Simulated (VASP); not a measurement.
A run of VASP 6.6.1:

INCAR

```
PREC = Accurate
ENCUT = 600
EDIFF = 1E-6
ISMEAR = -1
SIGMA = 0.08
LREAL = False
LASPH = True
NELM = 100
ALGO = Normal
ISIF = 3
LWAVE = False
LCHARG = False
IBRION = 2
NSW = 32
EDIFFG = -0.005
PSTRESS = 680.0
```

Contents of KPOINTS:

```
regular mesh
0
Gamma
  18 18 18
```

File POSCAR:

```
Ir
1.0
   -2.2855091516      2.2855091516      1.2733935064
    2.2855091516     -2.2855091516      1.2733935064
    2.2855091516      2.2855091516     -1.2733935064
Ir
2
Direct
   -0.3750000000     -0.1250000000     -0.2500000000
    0.3750000000      0.1250000000      0.2500000000
```

Potentials or basis: VASP PAW LDA potentials, release 64 (Ir).

Launch:

```bash
$ cat potpaw_LDA.64/Ir/POTCAR > POTCAR
$ mpirun -np 1 vasp_std > vasp.out
```

Hardware: 1 thread of Oxide Virtual Turin-like Processor (shared host).

Problem. How long does it take, and how much memory?

Solution. Wall time 13 min on 1 thread of Oxide Virtual Turin-like Processor (shared host), peak memory 0.27 GiB. Counts: scf iterations 47, k points 480, ion steps 10.
